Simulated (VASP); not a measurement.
# I (Cmce) in VASP: notebook, part 2 of 2

VASP 6.6.1. The steps go on from the part before.

**3. Single point, r2SCAN**

POSCAR

```
I
1.0
    3.5805655600      2.3664799200      0.0000000000
    3.5805655600     -2.3664799200      0.0000000000
    0.0000000000      0.0000000000     -9.6534613700
I
4
Direct
    0.1500000000      0.8500000000      0.8830000000
    0.3500000000      0.6500000000      0.3830000000
    0.8500000000      0.1500000000      0.1170000000
    0.6500000000      0.3500000000      0.6170000000
```

INCAR.step1

```
  ALGO = Normal
  EDIFF = 1E-4
  ENCUT = 520
  GGA = PE
  ISMEAR = -1
  LASPH = True
  LCHARG = False
  LREAL = False
  LWAVE = True
  NBANDS = 22
  NELM = 100
  PREC = Accurate
  SIGMA = 0.1
```

INCAR.step2

```
  ALGO = Normal
  EDIFF = 1E-7
  ENCUT = 520
  ISIF = 2
  ISMEAR = -1
  ISTART = 1
  LASPH = True
  LCHARG = False
  LMIXTAU = True
  LREAL = False
  LWAVE = False
  METAGGA = R2SCAN
  NBANDS = 22
  NELM = 100
  PREC = Accurate
  SIGMA = 0.1
```

KPOINTS

```
k-points
0
Gamma
  5 5 2
```

Potentials or basis: VASP PAW PBE potentials, release 64 (I).

On the command line:

```bash
> cat potpaw_PBE.64/I/POTCAR > POTCAR
> cp INCAR.step1 INCAR
> mpirun -np 1 vasp_std > vasp.out
> cp INCAR.step2 INCAR
> mpirun -np 1 vasp_std > vasp.out
```

OUTCAR:

```text
EDIFF = 1E-7
   ENCUT = 520
   ISIF = 2
   ISMEAR = -1
   ISTART = 1
   LASPH = True
   LREAL = False
   METAGGA = R2SCAN
   NELM = 100
   PREC = Accurate

 ion  position               nearest neighbor table
   1  0.150  0.850  0.883-   3 2.67   4 3.49   4 3.49
   2  0.350  0.650  0.383-   4 2.67   3 3.49   3 3.49
   3  0.850  0.150  0.117-   1 2.67   2 3.49   2 3.49
   4  0.650  0.350  0.617-   2 2.67   1 3.49   1 3.49

  LATTYP: Found a base centered orthorhombic cell.
 ALAT       =     4.7329598400
 B/A-ratio  =     1.5130344144
 C/A-ratio  =     2.0396246105

  Lattice vectors:

 A1 = (  -3.5805655600,   2.3664799200,   0.0000000000)
 A2 = (   3.5805655600,   2.3664799200,   0.0000000000)
 A3 = (   0.0000000000,   0.0000000000,  -9.6534613700)

Analysis of symmetry for initial positions (statically):
=====================================================================
 Subroutine PRICEL returns:
 Original cell was already a primitive cell.
[... 164 lines left out ...]
  free energy    TOTEN  =       -98.11405446 eV

  energy without entropy =      -98.11378370  energy(sigma->0) =      -98.11391908

 E-fermi :   3.4643     XC(G=0):  -8.5870

 val. band max:        2.6191164260   @ k =   0.0000   0.0000   0.0000
 cond. band min:       4.2306401279   @ k =   0.4000   0.4000   0.0000
 fundamental gap:      1.6115237019
 Fermi energy:         3.4643126716

 k-point     1 :       0.0000    0.0000    0.0000
  band No.  band energies     occupation
      1     -11.5692      2.00000
      2     -11.0134      2.00000
      3      -9.3460      2.00000
      4      -8.1622      2.00000
      5      -2.2014      2.00000
      6      -0.6553      2.00000
[... 439 lines left out ...]
     21      10.5352      0.00000
     22      10.5352      0.00000

------------------------ aborting loop because EDIFF is reached ----------------------------------------

  FORCE on cell =-STRESS in cart. coord.  units (eV):
  Direction    XX          YY          ZZ          XY          YZ          ZX
  --------------------------------------------------------------------------------------
  -------------------------------------------------------------------------------------
  Total        1.0279529      1.7354044      3.5253835      0.0000000      0.0000000      0.0000000
  in kB       10.0673755     16.9958844     34.5262525      0.0000000      0.0000000      0.0000000
  external PRESSURE =      20.5298375 kB  Pullay stress =       0.0000000 kB

 VOLUME and BASIS-vectors are now :
 -----------------------------------------------------------------------------
  energy-cutoff  :      520.00
  volume of cell :      163.59
      direct lattice vectors                 reciprocal lattice vectors
     3.580565560  2.366479920  0.000000000     0.139642744  0.211284277  0.000000000
     3.580565560 -2.366479920  0.000000000     0.139642744 -0.211284277  0.000000000
     0.000000000  0.000000000 -9.653461370     0.000000000  0.000000000 -0.103589786

 POSITION                                       TOTAL-FORCE (eV/Angst)
 -----------------------------------------------------------------------------------
      3.58057     -1.65654     -8.52401         0.000000      0.400547      0.616021
      3.58057     -0.70994     -3.69728         0.000000     -0.400547      0.616021
      3.58057      1.65654     -1.12945         0.000000     -0.400547     -0.616021
      3.58057      0.70994     -5.95619         0.000000      0.400547     -0.616021
 -----------------------------------------------------------------------------------
    total drift:                                0.000000      0.000000      0.000000

  FREE ENERGIE OF THE ION-ELECTRON SYSTEM (eV)
  ---------------------------------------------------
  free  energy   TOTEN  =       -98.1140544555 eV

  energy  without entropy=      -98.1137837040  energy(sigma->0) =      -98.11391908
```

OUTCAR.step1:

```text
EDIFF = 1E-4
   ENCUT = 520
   GGA = PE
   ISMEAR = -1
   LASPH = True
   LREAL = False
[... 671 lines left out ...]
      3.58057     -0.70994     -3.69728         0.000000     -0.491734      0.816350
      3.58057      1.65654     -1.12945         0.000000     -0.491734     -0.816350
      3.58057      0.70994     -5.95619         0.000000      0.491734     -0.816350
 -----------------------------------------------------------------------------------
    total drift:                                0.000000      0.000000      0.000000

  FREE ENERGIE OF THE ION-ELECTRON SYSTEM (eV)
  ---------------------------------------------------
  free  energy   TOTEN  =        -5.8390697534 eV

  energy  without entropy=       -5.8382897235  energy(sigma->0) =       -5.83867974
```

It took 3.4 min on 1 thread of Intel Xeon Platinum 8259CL at 2.50GHz (Skylake/Cascade Lake), shared host; peak memory 0.29 GiB.

Results:

| Item | Value |
| --- | --- |
| Free energy | -98.1141 eV |
| Pressure | 2.1 GPa |
| Largest force | 0.735 eV/Å |
| Band gap on the k mesh | 1.61 eV (least direct gap 1.73 eV) |

Forces in eV/Å, atoms in the order of the input:
```
I    0.000  0.401  0.616
I    0.000 -0.401  0.616
I    0.000 -0.401 -0.616
I    0.000  0.401 -0.616
```

Stress tensor (GPa, compression positive):
```
1.01 0.00 0.00
0.00 1.70 0.00
0.00 0.00 3.45
```

Caveat: the PAW data sets were made with another functional, which shifts forces and pressure a little; spin-orbit coupling is left out, which moves the levels of the heavy elements. A k mesh can miss the band edges.
